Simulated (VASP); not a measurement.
A run of VASP 6.6.1:

File INCAR:

```
SYSTEM = TaN
  PREC = Accurate
  ENCUT = 600
  EDIFF = 1E-6
  ISMEAR = 0
  SIGMA = 0.1
  LREAL = .False.
  LASPH = .True.
  NELM = 120
  ALGO = Normal
  ISIF = 2
  LWAVE = .False.
  LCHARG = .False.
  NBANDS = 16
  GGA_COMPAT = .False.
```

File KPOINTS:

```
regular mesh
0
Gamma
  16 16 16
  0 0 0
```

Contents of POSCAR:

```
TaN
1.0
    0.0000000000      2.1742693740      2.1742693740
    2.1742693740      0.0000000000      2.1742693740
    2.1742693740      2.1742693740      0.0000000000
Ta N
1 1
Direct
    0.5000000000      0.5000000000      0.5000000000
    0.0000000000      0.0000000000      0.0000000000
```

Potentials or basis: VASP PAW LDA potentials, release 64 (Ta_sv_GW, N).

Run with:

```sh
$ cat potpaw_LDA.64/Ta_sv_GW/POTCAR potpaw_LDA.64/N/POTCAR > POTCAR
$ mpirun -np 1 vasp_std > vasp.out
```

Hardware: 1 thread of AMD EPYC 7R13 Processor (Zen 3), with other jobs on the host.

Question: Estimate the wall time of this run.

Answer: Wall time 65 s on 1 thread of AMD EPYC 7R13 Processor (Zen 3), with other jobs on the host, peak memory 0.17 GiB. Counts: scf iterations 13, k points 145.
